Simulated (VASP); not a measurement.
# ZrAl3N4 (Cmmm) in VASP: single point with PBE

Aim: the single point of ZrAl3N4 with PBE.

All numbers are computed with VASP 6.6.1; they aren't measurements. Logs are shortened: lines on timing, memory, paths and dates and some standing lists are left out, and cuts for length are marked.

## (1) The cell of the first run

It takes space group Cmmm (No. 65, orthorhombic). Conventional cell: a = 6.073 Å, b = 8.482 Å, c = 2.973 Å, α = 90.00°, β = 90.00°, γ = 90.00°. Within 2.9 Å of Zr (site symmetry mmm) lie 6 N at 2.21 to 2.23 Å. Within 2.8 Å of Al (site symmetry 2/m) lie 6 N at 2.13 Å. Within 2.7 Å of Al (site symmetry mmm) lie 6 N at 2.02 to 2.03 Å. N (site symmetry 2mm) has 4 Al at 2.02 to 2.13 Å and 2 Zr at 2.23 Å within 2.7 Å. N (site symmetry m2m) has 5 Al at 2.03 to 2.13 Å and 1 Zr at 2.21 Å within 2.7 Å.

## (2) Single point, PBE

Input file INCAR:

```
PREC = Accurate
ENCUT = 520
EDIFF = 1E-6
ISMEAR = 0
SIGMA = 0.1
LREAL = F
LASPH = T
NELM = 80
ALGO = Normal
ISIF = 2
LWAVE = F
LCHARG = T
GGA = PE
LELF = T
LVHAR = T
NBANDS = 30
```

Input file KPOINTS:

```
Automatic mesh
0
Gamma
  4 4 6
```

Input file POSCAR:

```
ZrAl3N4
1.0
    3.0364762318     -4.2408298991      0.0000000000
    3.0364762318      4.2408298991      0.0000000000
    0.0000000000      0.0000000000      2.9729298142
Zr Al N
1 3 4
Direct
    0.5000000000      0.5000000000      0.5000000000
    0.0000000000      0.5000000000      0.0000000000
    0.5000000000      0.0000000000      0.0000000000
    0.0000000000      0.0000000000      0.5000000000
    0.7747027432      0.7747027432      0.0000000000
    0.2252972568      0.2252972568      0.0000000000
    0.7605540653      0.2394459347      0.5000000000
    0.2394459347      0.7605540653      0.5000000000
```

Potentials or basis: VASP PAW PBE potentials, release 64 (Zr_sv, Al, N).

The run is started by

```bash
$ cat potpaw_PBE.64/Zr_sv/POTCAR potpaw_PBE.64/Al/POTCAR potpaw_PBE.64/N/POTCAR > POTCAR
$ mpirun -np 1 vasp_std > vasp.out
```

OUTCAR:

```text
PREC = Accurate
   ENCUT = 520
   EDIFF = 1E-6
   ISMEAR = 0
   LREAL = F
   LASPH = T
   NELM = 80
   ISIF = 2
   GGA = PE

 ion  position               nearest neighbor table
   1  0.500  0.500  0.500-   7 2.21   8 2.21   5 2.23   6 2.23   5 2.23   6 2.23   2 3.00   3 3.00
                             2 3.00   3 3.00   3 3.00   3 3.00   2 3.00   2 3.00   4 3.04   4 3.04
   2  0.000  0.500  0.000-   5 2.13   6 2.13   7 2.13   8 2.13   7 2.13   8 2.13   1 3.00   4 3.00
                             1 3.00   4 3.00   4 3.00   4 3.00   1 3.00   1 3.00   3 3.04   3 3.04
   3  0.500  0.000  0.000-   5 2.13   6 2.13   7 2.13   8 2.13   7 2.13   8 2.13   1 3.00   4 3.00
                             1 3.00   4 3.00   1 3.00   1 3.00   4 3.00   4 3.00   2 3.04   2 3.04
   4  0.000  0.000  0.500-   5 2.02   6 2.02   5 2.02   6 2.02   7 2.03   8 2.03   2 3.00   3 3.00
                             2 3.00   3 3.00   2 3.00   2 3.00   3 3.00   3 3.00   1 3.04   1 3.04
   5  0.775  0.775  0.000-   4 2.02   4 2.02   2 2.13   3 2.13   1 2.23   1 2.23
   6  0.225  0.225  0.000-   4 2.02   4 2.02   2 2.13   3 2.13   1 2.23   1 2.23
   7  0.761  0.239  0.500-   4 2.03   3 2.13   2 2.13   2 2.13   3 2.13   1 2.21
   8  0.239  0.761  0.500-   4 2.03   3 2.13   2 2.13   2 2.13   3 2.13   1 2.21

  LATTYP: Found a base centered orthorhombic cell.
 ALAT       =     6.0729524636
 B/A-ratio  =     1.3966287154
 C/A-ratio  =     0.4895361576

  Lattice vectors:

 A1 = (   3.0364762318,  -4.2408298991,   0.0000000000)
 A2 = (   3.0364762318,   4.2408298991,   0.0000000000)
 A3 = (   0.0000000000,   0.0000000000,   2.9729298142)

Analysis of symmetry for initial positions (statically):
=====================================================================
 Subroutine PRICEL returns:
 Original cell was already a primitive cell.

 Routine SETGRP: Setting up the symmetry group for a
 base centered orthorhombic supercell.

 Subroutine GETGRP returns: Found  8 space group operations
 (whereof  8 operations were pure point group operations)
 out of a pool of  8 trial point group operations.

The static configuration has the point symmetry D_2h.

Analysis of symmetry for dynamics (positions and initial velocities):
=====================================================================
 Subroutine PRICEL returns:
 Original cell was already a primitive cell.

 Routine SETGRP: Setting up the symmetry group for a
 base centered orthorhombic supercell.

 Subroutine GETGRP returns: Found  8 space group operations
 (whereof  8 operations were pure point group operations)
 out of a pool of  8 trial point group operations.

The dynamic configuration has the point symmetry D_2h.

 Subroutine INISYM returns: Found  8 space group operations
 (whereof  8 operations are pure point group operations),
 and found     1 'primitive' translations

----------------------------------------------------------------------------------------

                                     Primitive cell

  volume of cell :      76.5659

  direct lattice vectors                    reciprocal lattice vectors
     3.036476232 -4.240829899  0.000000000     0.164664553 -0.117901451  0.000000000
     3.036476232  4.240829899  0.000000000     0.164664553  0.117901451  0.000000000
     0.000000000  0.000000000  2.972929814     0.000000000  0.000000000  0.336368519

  length of vectors
     5.215824589  5.215824589  2.972929814     0.202522016  0.202522016  0.336368519

  position of ions in fractional coordinates (direct lattice)
     0.500000000  0.500000000  0.500000000
     0.000000000  0.500000000  0.000000000
     0.500000000  0.000000000  0.000000000
     0.000000000  0.000000000  0.500000000
     0.774702743  0.774702743  0.000000000
     0.225297257  0.225297257  0.000000000
     0.760554065  0.239445935  0.500000000
     0.239445935  0.760554065  0.500000000

  ion indices of the primitive-cell ions
   primitive index   ion index
                 1           1
                 2           2
                 3           3
                 4           4
                 5           5
                 6           6
                 7           7
                 8           8

----------------------------------------------------------------------------------------

 KPOINTS: Automatic mesh

Automatic generation of k-mesh.
 Grid dimensions read from file:
 generate k-points for:    4    4    6

 Generating k-lattice:

  Cartesian coordinates                     Fractional coordinates (reciprocal lattice)
     0.041166138 -0.029475363  0.000000000     0.250000000  0.000000000  0.000000000
     0.041166138  0.029475363  0.000000000     0.000000000  0.250000000  0.000000000
     0.000000000  0.000000000  0.056061420     0.000000000  0.000000000  0.166666667

  Length of vectors
     0.050630504  0.050630504  0.056061420

  Shift w.r.t. Gamma in fractional coordinates (k-lattice)
     0.000000000  0.000000000  0.000000000

 Subroutine IBZKPT returns following result:
 ===========================================

 Found     28 irreducible k-points:

 Following reciprocal coordinates:
            Coordinates               Weight
  0.000000  0.000000  0.000000      1.000000
  0.250000  0.000000  0.000000      4.000000
  0.500000  0.000000  0.000000      2.000000
  0.250000  0.250000  0.000000      2.000000
  0.500000  0.250000  0.000000      4.000000
 -0.250000  0.250000  0.000000      2.000000
[... 16 lines left out ...]
  0.250000  0.000000  0.500000      4.000000
  0.500000  0.000000  0.500000      2.000000
 [... further k-points ...]
   k-points           NKPTS =     28   k-points in BZ     NKDIM =     28   number of bands    NBANDS=     30
   number of dos      NEDOS =    301   number of ions     NIONS =      8
   total plane-waves  NPLWV =  38400
   dimension x,y,z NGX =    40 NGY =   40 NGZ =   24
   dimension x,y,z NGXF=    80 NGYF=   80 NGZF=   48
   ions per type =               1   3   4
   NGX,Y,Z   is equivalent  to a cutoff of  12.75, 12.75, 13.42 a.u.
   NGXF,Y,Z  is equivalent  to a cutoff of  25.50, 25.50, 26.84 a.u.
 SYSTEM =  unknown system
   PREC   = accura    normal or accurate (medium, high low for compatibility)
   ISTART =      0    job   : 0-new  1-cont  2-samecut
   ICHARG =      2    charge: 1-file 2-atom 10-const
   ISPIN  =      1    spin polarized calculation?
   LNONCOLLINEAR =      F non collinear calculations
   LSORBIT =      F    spin-orbit coupling
   LASPH  =      T    aspherical Exc in radial PAW
   ENCUT  =  520.0 eV  38.22 Ry    6.18 a.u.   9.70  9.70  5.53*2*pi/ulx,y,z
   NELM   =     80;   NELMIN=  2; NELMDL= -5     # of ELM steps
   EDIFF  = 0.1E-05   stopping-criterion for ELM
   LREAL  =      F    real-space projection
   EDIFFG = 0.1E-04   stopping-criterion for IOM
   NSW    =      0    number of steps for IOM
   IBRION =     -1    ionic relax: 0-MD 1-quasi-New 2-CG
   NFREE  =      0    steps in history (QN), initial steepest desc. (CG)
   ISIF   =      2    stress and relaxation
   ISYM   =      2    0-nonsym 1-usesym 2-fastsym
   POTIM  = 0.5000    time-step for ionic-motion
   TEBEG  =    0.0;   TEEND  =   0.0 temperature during run
   PSTRESS=    0.0 pullay stress
   NELECT =      41.0000    total number of electrons
   NUPDOWN=      -1.0000    fix difference up-down
   EMIN   =  10.00;   EMAX   =-10.00  energy-range for DOS
   EFERMI =   0.00;   METHOD = LEGACY
   ISMEAR =     0;   SIGMA  =   0.10  broadening in eV -4-tet -1-fermi 0-gaus
   EFERMI_NEDOS =   21; number of points for ismear=-14 and -15
   IALGO  =     38    algorithm
   IMIX   =      4    mixing-type and parameters
     AMIX     =   0.40;   BMIX     =  1.00
     AMIX_MAG =   1.60;   BMIX_MAG =  1.00
  volume/ion in A,a.u.               =       9.57        64.59
  Fermi-wavevector in a.u.,A,eV,Ry     =   1.329406  2.512213 24.045855  1.767320
  Thomas-Fermi vector in A             =   2.458571
   LORBIT       =      0    0 simple, 1 ext, 2 COOP (PROOUT), +10 PAW based schemes
   GGA     = PE    functional components
   LHFCALC =     F    Hartree Fock is set to
   AEXX    =    0.0000 exact exchange contribution
   IVDW    =     0    specifies the selected vdW correction
   LEPSILON=     F    determine dielectric tensor
   LRPA    =     F    only Hartree local field effects (RPA)
 non-spin polarized calculation
 Gauss-broadening in eV      SIGMA  =   0.10
  energy-cutoff  :      520.00
  volume of cell :       76.57
 maximum number of plane-waves:      2084
 NGX is ok and might be reduce to    40
   NGX = 19   NGY = 19   NGZ = 11

 number of electron      41.0000004 magnetization

 Free energy of the ion-electron system (eV)
  ---------------------------------------------------
  ext. energy  EPLUGINS =         0.00000000
  ---------------------------------------------------
  free energy    TOTEN  =       -61.94471413 eV

  energy without entropy =      -61.93877922  energy(sigma->0) =      -61.94174667

 E-fermi :  12.0439     XC(G=0): -12.1791

 val. band max:       12.0320671879   @ k =   0.2500   0.2500   0.3333
 cond. band min:      12.1370669926   @ k =  -0.2500   0.2500   0.5000
 fundamental gap:      0.1049998048
 Fermi energy:        12.0439176494

 k-point     1 :       0.0000    0.0000    0.0000
  band No.  band energies     occupation
      1     -37.5733      2.00000
      2     -16.0094      2.00000
      3     -15.9709      2.00000
      4     -15.1675      2.00000
      5      -6.8291      2.00000
      6      -4.1782      2.00000
[... 22 lines left out ...]
     29      17.5887      0.00000
     30      17.8718      0.00000

 k-point     2 :       0.2500    0.0000    0.0000
  band No.  band energies     occupation
      1     -37.5732      2.00000
      2     -16.0158      2.00000
      3     -15.9749      2.00000
      4     -15.1674      2.00000
      5      -6.5133      2.00000
      6      -4.6714      2.00000
[... 22 lines left out ...]
     29      17.3603      0.00000
     30      18.0768      0.00000

 k-point     3 :       0.5000    0.0000    0.0000
  band No.  band energies     occupation
      1     -37.5732      2.00000
      2     -16.0234      2.00000
      3     -15.9778      2.00000
      4     -15.1674      2.00000
      5      -5.8203      2.00000
      6      -5.4882      2.00000
[... 682 lines left out ...]
     29      18.1508      0.00000
     30      18.3573      0.00000

 k-point    24 :       0.5000    0.0000    0.5000
  band No.  band energies     occupation
      1     -37.4488      2.00000
      2     -16.3656      2.00000
      3     -15.8630      2.00000
      4     -15.6885      2.00000
      5      -4.5683      2.00000
      6      -4.1147      2.00000
[... 22 lines left out ...]
     29      18.0096      0.00000
     30      18.4382      0.00000

 [... further k-points ...]
[... 5 lines left out ...]
  --------------------------------------------------------------------------------------
  -------------------------------------------------------------------------------------
  Total       -0.0164251     -0.0295058     -0.0277414     -0.0000000      0.0000000      0.0000000
  in kB       -0.3437026     -0.6174230     -0.5805011     -0.0000000      0.0000000      0.0000000
  external PRESSURE =      -0.5138756 kB  Pullay stress =       0.0000000 kB

 VOLUME and BASIS-vectors are now :
 -----------------------------------------------------------------------------
  energy-cutoff  :      520.00
  volume of cell :       76.57
      direct lattice vectors                 reciprocal lattice vectors
     3.036476232 -4.240829899  0.000000000     0.164664553 -0.117901451  0.000000000
     3.036476232  4.240829899  0.000000000     0.164664553  0.117901451  0.000000000
     0.000000000  0.000000000  2.972929814     0.000000000  0.000000000  0.336368519

 POSITION                                       TOTAL-FORCE (eV/Angst)
 -----------------------------------------------------------------------------------
      3.03648      0.00000      1.48646         0.000000      0.000000      0.000000
      1.51824      2.12041      0.00000         0.000000      0.000000      0.000000
      1.51824     -2.12041      0.00000         0.000000      0.000000      0.000000
      0.00000      0.00000      1.48646         0.000000      0.000000      0.000000
      4.70473      0.00000      0.00000         0.021437      0.000000      0.000000
      1.36822      0.00000      0.00000        -0.021437      0.000000     -0.000000
      3.03648     -2.20993      1.48646         0.000000     -0.014679      0.000000
      3.03648      2.20993      1.48646         0.000000      0.014679     -0.000000
 -----------------------------------------------------------------------------------
    total drift:                                0.000000     -0.000000      0.000000

  FREE ENERGIE OF THE ION-ELECTRON SYSTEM (eV)
  ---------------------------------------------------
  free  energy   TOTEN  =       -61.9447141268 eV

  energy  without entropy=      -61.9387792162  energy(sigma->0) =      -61.94174667
```

Wall time 48 s (1 thread of Intel Xeon Platinum 8259CL at 2.50GHz (Skylake/Cascade Lake), shared host); peak memory 0.21 GiB.

Results:

| Quantity | Value |
| --- | --- |
| Free energy | -61.9447 eV |
| Pressure | -0.1 GPa |
| Largest force | 0.021 eV/Å |

Forces on the atoms (eV/Å):
```
Zr   0.000  0.000  0.000
Al   0.000  0.000  0.000
Al   0.000  0.000  0.000
Al   0.000  0.000  0.000
N    0.021  0.000  0.000
N   -0.021  0.000  0.000
N    0.000 -0.015  0.000
N    0.000  0.015  0.000
```

Levels at points of the mesh, in eV from the Fermi level:
```csv
k point,band 17,band 18,band 19,band 20,band 21,band 22,band 23,band 24,band 25,band 26
"(0.00, 0.00, 0.00)",-3.76,-2.77,-2.76,-2.69,-1.71,0.49,1.87,2.43,2.60,3.14
"(0.50, 0.00, 0.00)",-3.99,-3.75,-3.31,-3.21,-0.35,1.16,2.34,2.63,3.72,4.40
"(0.50, 0.50, 0.00)",-4.43,-4.20,-3.44,-3.15,-1.38,2.42,2.86,3.02,3.12,4.25
"(0.00, 0.00, 0.50)",-5.14,-5.00,-4.98,-3.67,1.26,1.65,2.77,3.63,4.43,5.27
"(0.50, 0.00, 0.50)",-5.15,-5.02,-3.33,-3.21,-0.18,0.76,2.20,3.64,4.67,4.82
"(0.50, 0.50, 0.50)",-4.66,-4.34,-4.16,-3.74,-1.17,-0.82,0.26,2.33,3.31,3.82
```
